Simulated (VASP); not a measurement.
# AgI (I-4m2) in VASP: further runs

AgI is run at these levels: LDA; tasks: single point, relaxation of cell and atoms.

Everything below comes from runs of VASP 6.6.1. Logs are shortened: lines on timing, memory, paths and dates and some standing lists are left out, and cuts for length are marked.

## 1. The cell of the first run

Symmetry: I-4m2, No. 119, tetragonal system. Conventional cell: a = 4.491 Å, b = 4.491 Å, c = 6.343 Å, α = 90.00°, β = 90.00°, γ = 90.00°. Ag (site symmetry -4m2) has 4 I at 2.75 Å within 3.6 Å. I (site symmetry -4m2) has 4 Ag at 2.75 Å within 3.6 Å.

## 2. Single point, LDA

INCAR

```
PREC = Accurate ; ENCUT = 500
EDIFF = 1E-6 ; ISMEAR = 0
SIGMA = 0.02 ; LREAL = False
LASPH = True ; NELM = 120
ALGO = Normal ; ISIF = 2
LWAVE = False ; LCHARG = False
NBANDS = 16 ; GGA_COMPAT = False
```

KPOINTS

```
Automatic mesh
0
Gamma
  8 8 8
```

POSCAR

```
AgI
1.0
   -2.2453025837      2.2453025837      3.1716346899
    2.2453025837     -2.2453025837      3.1716346899
    2.2453025837      2.2453025837     -3.1716346899
Ag I
1 1
Direct
    0.2500000000      0.7500000000      0.5000000000
    0.0000000000      0.0000000000      0.0000000000
```

Potentials or basis: VASP PAW LDA potentials, release 64 (Ag, I).

Run with:

```
$ cat potpaw_LDA.64/Ag/POTCAR potpaw_LDA.64/I/POTCAR > POTCAR
$ mpirun -np 1 vasp_std > vasp.out
```

OUTCAR:

```text
PREC = Accurate
   ENCUT = 500
   EDIFF = 1E-6
   ISMEAR = 0
   LREAL = False
   LASPH = True
   NELM = 120
   ISIF = 2

 ion  position               nearest neighbor table
   1  0.250  0.750  0.500-   2 2.75   2 2.75   2 2.75   2 2.75
   2  0.000  0.000  0.000-   1 2.75   1 2.75   1 2.75   1 2.75

  LATTYP: Found a body centered tetragonal cell.
 ALAT       =     4.4906051674
 C/A-ratio  =     1.4125644859

  Lattice vectors:

 A1 = (  -2.2453025837,   2.2453025837,   3.1716346899)
 A2 = (   2.2453025837,  -2.2453025837,   3.1716346899)
 A3 = (   2.2453025837,   2.2453025837,  -3.1716346899)

Analysis of symmetry for initial positions (statically):
=====================================================================
 Subroutine PRICEL returns:
 Original cell was already a primitive cell.

 Routine SETGRP: Setting up the symmetry group for a
 body centered tetragonal supercell.

 Subroutine GETGRP returns: Found  8 space group operations
 (whereof  8 operations were pure point group operations)
 out of a pool of 16 trial point group operations.

The static configuration has the point symmetry D_2d.

Analysis of symmetry for dynamics (positions and initial velocities):
=====================================================================
 Subroutine PRICEL returns:
 Original cell was already a primitive cell.

 Routine SETGRP: Setting up the symmetry group for a
 body centered tetragonal supercell.

 Subroutine GETGRP returns: Found  8 space group operations
 (whereof  8 operations were pure point group operations)
 out of a pool of 16 trial point group operations.

The dynamic configuration has the point symmetry D_2d.

 Subroutine INISYM returns: Found  8 space group operations
 (whereof  8 operations are pure point group operations),
 and found     1 'primitive' translations

----------------------------------------------------------------------------------------

                                     Primitive cell

  volume of cell :      63.9577

  direct lattice vectors                    reciprocal lattice vectors
    -2.245302584  2.245302584  3.171634690     0.000000000  0.222687135  0.157647412
     2.245302584 -2.245302584  3.171634690     0.222687135  0.000000000  0.157647412
     2.245302584  2.245302584 -3.171634690     0.222687135  0.222687135  0.000000000

  length of vectors
     4.487987744  4.487987744  4.487987744     0.272841101  0.272841101  0.314927167

[... 80 lines left out ...]
   EDIFF  = 0.1E-05   stopping-criterion for ELM
   LREAL  =      F    real-space projection
   EDIFFG = 0.1E-04   stopping-criterion for IOM
   NSW    =      0    number of steps for IOM
   IBRION =     -1    ionic relax: 0-MD 1-quasi-New 2-CG
   NFREE  =      0    steps in history (QN), initial steepest desc. (CG)
   ISIF   =      2    stress and relaxation
   ISYM   =      2    0-nonsym 1-usesym 2-fastsym
   POTIM  = 0.5000    time-step for ionic-motion
   TEBEG  =    0.0;   TEEND  =   0.0 temperature during run
   PSTRESS=    0.0 pullay stress
   NELECT =      18.0000    total number of electrons
   NUPDOWN=      -1.0000    fix difference up-down
   EMIN   =  10.00;   EMAX   =-10.00  energy-range for DOS
   EFERMI =   0.00;   METHOD = LEGACY
   ISMEAR =     0;   SIGMA  =   0.02  broadening in eV -4-tet -1-fermi 0-gaus
   EFERMI_NEDOS =   21; number of points for ismear=-14 and -15
   IALGO  =     38    algorithm
   IMIX   =      4    mixing-type and parameters
     AMIX     =   0.40;   BMIX     =  1.00
     AMIX_MAG =   1.60;   BMIX_MAG =  1.00
  volume/ion in A,a.u.               =      31.98       215.80
  Fermi-wavevector in a.u.,A,eV,Ry     =   1.072839  2.027372 15.660092  1.150984
  Thomas-Fermi vector in A             =   2.208621
   LORBIT       =      0    0 simple, 1 ext, 2 COOP (PROOUT), +10 PAW based schemes
   GGA     = CA    functional components
   LHFCALC =     F    Hartree Fock is set to
   AEXX    =    0.0000 exact exchange contribution
   IVDW    =     0    specifies the selected vdW correction
   LEPSILON=     F    determine dielectric tensor
   LRPA    =     F    only Hartree local field effects (RPA)
 non-spin polarized calculation
 Gauss-broadening in eV      SIGMA  =   0.02
  energy-cutoff  :      500.00
  volume of cell :       63.96
 maximum number of plane-waves:      1639
 NGX is ok and might be reduce to    36
   NGX = 17   NGY = 17   NGZ = 17

 number of electron      18.0000002 magnetization

 Free energy of the ion-electron system (eV)
  ---------------------------------------------------
  ext. energy  EPLUGINS =         0.00000000
  ---------------------------------------------------
  free energy    TOTEN  =        -6.12346291 eV

  energy without entropy =       -6.12346291  energy(sigma->0) =       -6.12346291

 E-fermi :   3.7980     XC(G=0):  -9.1608

 val. band max:        3.7146096906   @ k =   0.0000   0.0000   0.0000
 cond. band min:       4.8056932947   @ k =   0.0000   0.0000   0.0000
 fundamental gap:      1.0910836041
 Fermi energy:         3.7980349571

 k-point     1 :       0.0000    0.0000    0.0000
  band No.  band energies     occupation
      1      -9.5461      2.00000
      2      -0.9812      2.00000
      3      -0.9812      2.00000
      4      -0.9805      2.00000
      5       0.2685      2.00000
      6       0.2697      2.00000
[... 433 lines left out ...]
      3      -0.8008      2.00000
      4      -0.6014      2.00000
      5       0.2242      2.00000
      6       0.3160      2.00000
[... 8 lines left out ...]
     15      14.2875      0.00000
     16      15.0528      0.00000

 [... further k-points ...]

------------------------ aborting loop because EDIFF is reached ----------------------------------------

  FORCE on cell =-STRESS in cart. coord.  units (eV):
  Direction    XX          YY          ZZ          XY          YZ          ZX
  --------------------------------------------------------------------------------------
  -------------------------------------------------------------------------------------
  Total        0.0042636      0.0042636      0.0078444      0.0000000      0.0000000      0.0000000
  in kB        0.1068057      0.1068057      0.1965078      0.0000000      0.0000000      0.0000000
  external PRESSURE =       0.1367064 kB  Pullay stress =       0.0000000 kB

 VOLUME and BASIS-vectors are now :
 -----------------------------------------------------------------------------
  energy-cutoff  :      500.00
  volume of cell :       63.96
      direct lattice vectors                 reciprocal lattice vectors
    -2.245302584  2.245302584  3.171634690     0.000000000  0.222687135  0.157647412
     2.245302584 -2.245302584  3.171634690     0.222687135  0.000000000  0.157647412
     2.245302584  2.245302584 -3.171634690     0.222687135  0.222687135  0.000000000

 POSITION                                       TOTAL-FORCE (eV/Angst)
 -----------------------------------------------------------------------------------
      2.24530      0.00000      1.58582         0.000000     -0.000000      0.000000
      0.00000      0.00000      0.00000        -0.000000      0.000000     -0.000000
 -----------------------------------------------------------------------------------
    total drift:                                0.000000     -0.000000     -0.000000

  FREE ENERGIE OF THE ION-ELECTRON SYSTEM (eV)
  ---------------------------------------------------
  free  energy   TOTEN  =        -6.1234629135 eV

  energy  without entropy=       -6.1234629135  energy(sigma->0) =       -6.12346291
```

Wall time 32 s (1 thread of Intel Xeon 6975P-C (Granite Rapids), shared host); peak memory 0.2 GiB.

What came out:

* Free energy: -6.1235 eV
* Pressure: 0.0 GPa
* Band gap on the k mesh: 1.09 eV, direct

Caveat: spin-orbit coupling is left out, which moves the levels of the heavy elements.

## 3. Single point, LDA

INCAR

```
ALGO = Normal ; EDIFF = 1E-6
ENCUT = 500 ; GGA = CA
GGA_COMPAT = F ; ISIF = 2
ISMEAR = 0 ; LASPH = T
LCHARG = T ; LELF = T
LREAL = F ; LVHAR = T
LWAVE = F ; NBANDS = 16
NELM = 120 ; PREC = Accurate
SIGMA = 0.02
```

KPOINTS

```
k-points
0
Gamma
  8 8 8
```

POSCAR is that of step 2.

Potentials or basis: VASP PAW LDA potentials, release 64 (Ag, I).

Run with:

```
$ cat potpaw_LDA.64/Ag/POTCAR potpaw_LDA.64/I/POTCAR > POTCAR
$ mpirun -np 1 vasp_std > vasp.out
```

Run time: 33 s. Hardware: 1 thread of Intel Xeon 6975P-C (Granite Rapids), shared host; peak memory 0.2 GiB.

Results (log left out):

```
Free energy            : -6.1235 eV
Pressure               : 0.0 GPa
Band gap on the k mesh : 1.09 eV, direct
```

Levels at points of the mesh, in eV from the valence-band top:
| k point | band 7 | band 8 | band 9 | band 10 | band 11 | band 12 |
| --- | --- | --- | --- | --- | --- | --- |
| (0.00, 0.00, 0.00) | 0.00 | 0.00 | 0.00 | 1.09 | 5.51 | 5.51 |
| (0.50, 0.00, 0.00) | -3.27 | -0.84 | -0.84 | 2.53 | 6.03 | 6.03 |
| (0.50, 0.50, 0.00) | -2.93 | -2.06 | -2.05 | 3.23 | 3.67 | 8.50 |
| (0.50, 0.50, 0.50) | -2.93 | -2.06 | -2.06 | 3.22 | 3.66 | 8.51 |

Caveat: spin-orbit coupling is left out, which moves the levels of the heavy elements. As with any semilocal functional, this LDA gap is likely too small.

## 4. Relaxation of cell and atoms, LDA

INCAR

```
SYSTEM = AgI
  PREC = Accurate
  ENCUT = 500
  EDIFF = 1E-7
  ISMEAR = 0
  SIGMA = 0.02
  LREAL = .FALSE.
  LASPH = .TRUE.
  NELM = 120
  ALGO = Normal
  ISIF = 3
  LWAVE = .FALSE.
  LCHARG = .FALSE.
  IBRION = 2
  NSW = 100
  EDIFFG = -0.005
  GGA_COMPAT = .FALSE.
  NELMIN = 4
```

KPOINTS

```
regular mesh
0
G
  8 8 8
  0 0 0
```

POSCAR is that of step 3.

Run with:

```
$ cat potpaw_LDA.64/Ag/POTCAR potpaw_LDA.64/I/POTCAR > POTCAR
$ mpirun -np 1 vasp_std > vasp.out
```

Wall time 23 s (1 thread of Intel Xeon 6975P-C (Granite Rapids), shared host); peak memory 0.2 GiB.

Results (log left out):

| Item | Value |
| --- | --- |
| Free energy | -6.1235 eV |
| Pressure after relaxing | 0.0 GPa |
| Band gap on the k mesh | 1.09 eV, direct |

Final structure:
```
CELL_PARAMETERS angstrom
-2.24530 2.24530 3.17163
2.24530 -2.24530 3.17163
2.24530 2.24530 -3.17163
ATOMIC_POSITIONS crystal
Ag 0.25000 0.75000 0.50000
I 0.00000 0.00000 0.00000
```

Levels at points of the mesh, in eV from the valence-band top:
```tsv
k point	band 5	band 6	band 7	band 8	band 9	band 10	band 11	band 12	band 13
(0.00, 0.00, 0.00)	-3.45	-3.44	0.00	0.00	0.00	1.09	5.51	5.51	5.51
(0.50, 0.00, 0.00)	-3.41	-3.41	-3.27	-0.84	-0.84	2.53	6.03	6.03	7.07
(0.50, 0.50, 0.00)	-3.34	-3.31	-2.93	-2.06	-2.05	3.23	3.67	8.50	9.72
(0.50, 0.50, 0.50)	-3.34	-3.31	-2.93	-2.06	-2.06	3.22	3.66	8.51	9.72
```

Caveat: the relaxation stopped at its first step, so nothing moved; spin-orbit coupling is left out, which moves the levels of the heavy elements.
